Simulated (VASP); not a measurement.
Bi, 1 atom in the cell. It takes space group P6/mmm (No. 191, hexagonal). The conventional cell has a = 2.551 Å, b = 2.551 Å, c = 2.398 Å, α = 90.00°, β = 90.00°, γ = 120.00°. Bi (site symmetry 6/mmm) has 8 Bi at 2.40 to 2.55 Å within 3.2 Å. This isn't the form of Bi at room conditions, which is rhombohedral.

```yaml
Program: VASP 6.6.1
Task: single point
Functional: PBE
Potentials_or_basis: VASP PAW PBE potentials, release 64 (Bi_d)
Cutoff: 520 eV
k_mesh: 14 × 14 × 13
Occupations: fermi-dirac, width 0.1 eV
Spin: no spin polarisation
Dipole_correction: no
k_mesh_for_the_DOS: 21 × 21 × 20
Occupations_for_the_DOS: tetrahedron
Further_INCAR_settings: ALGO = Normal; EDIFF = 1e-07
```

Potentials or basis: VASP PAW PBE potentials, release 64 (Bi_d).

Run with:

```bash
$ cat potpaw_PBE.64/Bi_d/POTCAR > POTCAR
$ cp INCAR.step1 INCAR
$ cp KPOINTS.step1 KPOINTS
$ mpirun -np 1 vasp_std > vasp.out
$ cp INCAR.step2 INCAR
$ cp KPOINTS.step2 KPOINTS
$ mpirun -np 1 vasp_std > vasp.out
```

Hardware: 1 thread of Intel Xeon 8259CL, with other jobs on the host.

Question: How long does it take, and how much memory?

Answer: It took 90 s on 1 thread of Intel Xeon 8259CL, with other jobs on the host, peak memory 0.2 GiB. Counts: k points 528.
